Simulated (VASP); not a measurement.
A run of VASP 6.6.1 is set up as follows.

INCAR

```
SYSTEM = Ca
PREC = Accurate
ENCUT = 520
EDIFF = 1E-7
ISMEAR = 0
SIGMA = 0.15
LREAL = .FALSE.
LASPH = .TRUE.
NELM = 60
ALGO = Fast
ISIF = 2
LWAVE = .FALSE.
LCHARG = .TRUE.
GGA = PS
LELF = .TRUE.
LVHAR = .TRUE.
NBANDS = 11
```

The input KPOINTS:

```
Automatic mesh
0
G
  16 16 16
  0 0 0
```

The input POSCAR:

```
Ca
1.0
    0.0000000000      2.4409585346      3.6614378018
    2.4409585346      0.0000000000      3.6614378018
    2.4409585346      2.4409585346      0.0000000000
Ca
1
Direct
    0.0000000000      0.0000000000      0.0000000000
```

Potentials or basis: VASP PAW PBE potentials, release 64 (Ca_sv).

Command:

```console
$ cat potpaw_PBE.64/Ca_sv/POTCAR > POTCAR
$ mpirun -np 1 vasp_std > vasp.out
```

Problem. Estimate the pressure.

Solution. -0.8 GPa.

Problem. What does it give for the band gap on the k mesh?

Solution. Zero (band 5 reaches 1.90 eV, above the bottom of band 6 at 0.98 eV).

Stress tensor (GPa, compression positive):
```
 1.74  0.00  0.00
 0.00  1.74  0.00
 0.00  0.00 -5.79
```

Caveat: the PAW data sets were made with another functional, which shifts forces and pressure a little.
